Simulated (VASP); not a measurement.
# Pb2O (Pn-3m) in VASP: further runs, part 2 of 2

VASP 6.6.1. The steps go on from the part before.

### Step 3. Relaxation of cell and atoms, PBE

This run uses another cell than the first one, of 27.42 Å³/atom.

INCAR reads:

```
ALGO = Fast
EDIFF = 1E-7
EDIFFG = -0.01
ENCUT = 600
GGA = PE
IBRION = 2
ISIF = 3
ISMEAR = 0
LASPH = True
LCHARG = False
LREAL = False
LWAVE = False
NELM = 80
NSW = 100
PREC = Accurate
SIGMA = 0.1
```

KPOINTS reads:

```
k-points
0
Gamma
  8 8 8
```

POSCAR reads:

```
Pb2O
1.0
    5.4796538010      0.0000000000      0.0000000000
    0.0000000000      5.4796538010      0.0000000000
    0.0000000000      0.0000000000      5.4796538010
Pb O
4 2
Direct
    0.2500000000      0.2500000000      0.2500000000
    0.7500000000      0.7500000000      0.2500000000
    0.2500000000      0.7500000000      0.7500000000
    0.7500000000      0.2500000000      0.7500000000
    0.0000000000      0.0000000000      0.0000000000
    0.5000000000      0.5000000000      0.5000000000
```

Potentials or basis: VASP PAW PBE potentials, release 64 (Pb_d, O).

On the command line:

```sh
> cat potpaw_PBE.64/Pb_d/POTCAR potpaw_PBE.64/O/POTCAR > POTCAR
> mpirun -np 1 vasp_std > vasp.out
```

OUTCAR:

```text
EDIFF = 1E-7
   EDIFFG = -0.01
   ENCUT = 600
   GGA = PE
   IBRION = 2
   ISIF = 3
   ISMEAR = 0
   LASPH = True
   LREAL = False
   NELM = 80
   NSW = 100
   PREC = Accurate

 ion  position               nearest neighbor table
   1  0.250  0.250  0.250-   5 2.37   6 2.37   4 3.87   2 3.87   3 3.87   3 3.87   4 3.87   2 3.87
                             3 3.87   3 3.87   2 3.87   4 3.87   4 3.87   2 3.87
   2  0.750  0.750  0.250-   5 2.37   6 2.37   4 3.87   1 3.87   3 3.87   3 3.87   4 3.87   1 3.87
                             4 3.87   4 3.87   1 3.87   3 3.87   3 3.87   1 3.87
   3  0.250  0.750  0.750-   5 2.37   6 2.37   4 3.87   1 3.87   2 3.87   1 3.87   2 3.87   1 3.87
                             4 3.87   1 3.87   2 3.87   4 3.87   2 3.87   4 3.87
   4  0.750  0.250  0.750-   5 2.37   6 2.37   3 3.87   1 3.87   2 3.87   1 3.87   2 3.87   2 3.87
                             3 3.87   2 3.87   1 3.87   3 3.87   1 3.87   3 3.87
   5  0.000  0.000  0.000-   1 2.37   2 2.37   3 2.37   4 2.37
   6  0.500  0.500  0.500-   1 2.37   2 2.37   3 2.37   4 2.37

  LATTYP: Found a simple cubic cell.
 ALAT       =     5.4796538010

  Lattice vectors:

 A1 = (   5.4796538010,   0.0000000000,   0.0000000000)
 A2 = (   0.0000000000,   5.4796538010,   0.0000000000)
 A3 = (   0.0000000000,   0.0000000000,   5.4796538010)

Analysis of symmetry for initial positions (statically):
=====================================================================
 Subroutine PRICEL returns:
 Original cell was already a primitive cell.

 Routine SETGRP: Setting up the symmetry group for a
 simple cubic supercell.

 Subroutine GETGRP returns: Found 48 space group operations
 (whereof 24 operations were pure point group operations)
 out of a pool of 48 trial point group operations.

The static configuration has the point symmetry T_d .
 The point group associated with its full space group is O_h .

Analysis of symmetry for dynamics (positions and initial velocities):
=====================================================================
 Subroutine PRICEL returns:
 Original cell was already a primitive cell.

 Routine SETGRP: Setting up the symmetry group for a
 simple cubic supercell.

 Subroutine GETGRP returns: Found 48 space group operations
 (whereof 24 operations were pure point group operations)
 out of a pool of 48 trial point group operations.

The dynamic configuration has the point symmetry T_d .
 The point group associated with its full space group is O_h .

 Subroutine INISYM returns: Found 48 space group operations
 (whereof 24 operations are pure point group operations),
 and found     1 'primitive' translations

----------------------------------------------------------------------------------------

                                     Primitive cell

[... 140 lines left out ...]

 number of electron      68.0000006 magnetization

 Free energy of the ion-electron system (eV)
  ---------------------------------------------------
  ext. energy  EPLUGINS =         0.00000000
  ---------------------------------------------------
  free energy    TOTEN  =       -26.58172048 eV

  energy without entropy =      -26.57350448  energy(sigma->0) =      -26.57761248

------------------------ aborting loop because EDIFF is reached ----------------------------------------

  FORCE on cell =-STRESS in cart. coord.  units (eV):
  Direction    XX          YY          ZZ          XY          YZ          ZX
  --------------------------------------------------------------------------------------
  -------------------------------------------------------------------------------------
  Total       -0.1087458     -0.1087458     -0.1087458      0.0000000     -0.0000000      0.0000000
  in kB       -1.0589212     -1.0589212     -1.0589212      0.0000000     -0.0000000      0.0000000
  external PRESSURE =      -1.0589212 kB  Pullay stress =       0.0000000 kB

 VOLUME and BASIS-vectors are now :
 -----------------------------------------------------------------------------
  energy-cutoff  :      600.00
  volume of cell :      164.54
      direct lattice vectors                 reciprocal lattice vectors
     5.479653801  0.000000000  0.000000000     0.182493281  0.000000000  0.000000000
     0.000000000  5.479653801  0.000000000     0.000000000  0.182493281  0.000000000
     0.000000000  0.000000000  5.479653801     0.000000000  0.000000000  0.182493281

 POSITION                                       TOTAL-FORCE (eV/Angst)
 -----------------------------------------------------------------------------------
      1.36991      1.36991      1.36991        -0.000000      0.000000      0.000000
      4.10974      4.10974      1.36991         0.000000      0.000000     -0.000000
      1.36991      4.10974      4.10974        -0.000000      0.000000     -0.000000
      4.10974      1.36991      4.10974        -0.000000      0.000000      0.000000
      0.00000      0.00000      0.00000         0.000000     -0.000000      0.000000
      2.73983      2.73983      2.73983         0.000000     -0.000000      0.000000
 -----------------------------------------------------------------------------------
    total drift:                               -0.000000     -0.000000      0.000000

  FREE ENERGIE OF THE ION-ELECTRON SYSTEM (eV)
  ---------------------------------------------------
  free  energy   TOTEN  =       -26.5817204840 eV

  energy  without entropy=      -26.5735044800  energy(sigma->0) =      -26.57761248

--------------------------------------- Ionic step        2  -------------------------------------------

 number of electron      68.0000005 magnetization

 Free energy of the ion-electron system (eV)
  ---------------------------------------------------
  ext. energy  EPLUGINS =         0.00000000
  ---------------------------------------------------
  free energy    TOTEN  =       -26.58183329 eV

  energy without entropy =      -26.57362537  energy(sigma->0) =      -26.57772933

 E-fermi :   4.5253     XC(G=0):  -9.2829

 val. band max:        4.4833145660   @ k =   0.5000   0.2500   0.1250
 cond. band min:       4.5506171527   @ k =   0.3750   0.3750   0.0000
 fundamental gap:      0.0673025867
 Fermi energy:         4.5253337103

 k-point     1 :       0.0000    0.0000    0.0000
  band No.  band energies     occupation
      1     -13.7127      2.00000
      2     -12.6021      2.00000
      3     -11.9915      2.00000
      4     -11.9915      2.00000
      5     -11.9464      2.00000
      6     -11.9464      2.00000
[... 1021 lines left out ...]
     39       7.8921      0.00000
     40       8.5354      0.00000

 [... further k-points ...]

------------------------ aborting loop because EDIFF is reached ----------------------------------------

  FORCE on cell =-STRESS in cart. coord.  units (eV):
  Direction    XX          YY          ZZ          XY          YZ          ZX
  --------------------------------------------------------------------------------------
  -------------------------------------------------------------------------------------
  Total        0.0267056      0.0267056      0.0267056      0.0000000      0.0000000     -0.0000000
  in kB        0.2607315      0.2607315      0.2607315      0.0000000      0.0000000     -0.0000000
  external PRESSURE =       0.2607315 kB  Pullay stress =       0.0000000 kB

 VOLUME and BASIS-vectors are now :
 -----------------------------------------------------------------------------
  energy-cutoff  :      600.00
  volume of cell :      164.10
      direct lattice vectors                 reciprocal lattice vectors
     5.474862588  0.000000000  0.000000000     0.182652986 -0.000000000 -0.000000000
     0.000000000  5.474862588 -0.000000000    -0.000000000  0.182652986  0.000000000
     0.000000000 -0.000000000  5.474862588    -0.000000000  0.000000000  0.182652986

 POSITION                                       TOTAL-FORCE (eV/Angst)
 -----------------------------------------------------------------------------------
      1.36872      1.36872      1.36872         0.000000     -0.000000      0.000000
      4.10615      4.10615      1.36872         0.000000      0.000000     -0.000000
      1.36872      4.10615      4.10615        -0.000000     -0.000000     -0.000000
      4.10615      1.36872      4.10615        -0.000000      0.000000      0.000000
      0.00000      5.47486     -0.00000        -0.000000     -0.000000     -0.000000
      2.73743      2.73743      2.73743        -0.000000     -0.000000      0.000000
 -----------------------------------------------------------------------------------
    total drift:                               -0.000000     -0.000000      0.000000

  FREE ENERGIE OF THE ION-ELECTRON SYSTEM (eV)
  ---------------------------------------------------
  free  energy   TOTEN  =       -26.5818332934 eV

  energy  without entropy=      -26.5736253745  energy(sigma->0) =      -26.57772933

 reached required accuracy - stopping structural energy minimisation
```

CONTCAR:

```text
Pb2O
   1.00000000000000
     5.4748625878252701    0.0000000000000000    0.0000000000000000
     0.0000000000000000    5.4748625878252701   -0.0000000000000000
     0.0000000000000000   -0.0000000000000000    5.4748625878252701
  Pb              O
     4     2
Direct
     0.2500000000000000    0.2500000000000000    0.2500000000000000
     0.7500000000000000    0.7500000000000000    0.2500000000000000
     0.2500000000000000    0.7500000000000000    0.7500000000000000
     0.7500000000000000    0.2500000000000000    0.7500000000000000
     0.0000000000000000    1.0000000000000000    0.0000000000000000
     0.5000000000000000    0.5000000000000000    0.5000000000000000

  0.00000000E+00  0.00000000E+00  0.00000000E+00
  0.00000000E+00  0.00000000E+00  0.00000000E+00
  0.00000000E+00  0.00000000E+00  0.00000000E+00
  0.00000000E+00  0.00000000E+00  0.00000000E+00
  0.00000000E+00  0.00000000E+00  0.00000000E+00
  0.00000000E+00  0.00000000E+00  0.00000000E+00
```

Run time: 13 min. Hardware: 1 thread of Oxide Virtual Turin-like, shared host; peak memory 0.43 GiB.

Results:

```yaml
Free_energy: -26.5818 eV
Relaxed_volume: 27.35 Å³/atom
Relaxed_cell: a = 5.475 Å, b = 5.475 Å, c = 5.475 Å, α = 90.00°, β = 90.00°, γ = 90.00°
Space_group_after_relaxing_to_0.1_Å: Pn-3m (No. 224)
Energy_gained_by_relaxing: 0.0 meV/atom
Ionic_steps: 2
Pressure_after_relaxing: 0.0 GPa
Band_gap_on_the_k_mesh: zero (bands 34 and 35 overlap by 0.84 eV)
```

The path:
```tsv
step	energy change (eV)	largest force (eV/Å)	pressure (GPa)	volume (Å³)
1	0.0000	0.0000	-0.11	164.54
2	-0.0001	0.0000	0.03	164.10
```

Final structure:
```
Pb O
1.0
     5.47486    0.00000    0.00000
     0.00000    5.47486    0.00000
     0.00000    0.00000    5.47486
Pb O
4 2
Direct
  0.25000 0.25000 0.25000
  0.75000 0.75000 0.25000
  0.25000 0.75000 0.75000
  0.75000 0.25000 0.75000
  0.00000 0.00000 0.00000
  0.50000 0.50000 0.50000
```

Caveat: spin-orbit coupling is left out, which moves the levels of the heavy elements.

The gap in the log of VASP goes by the Fermi energy; the results here count the filled bands.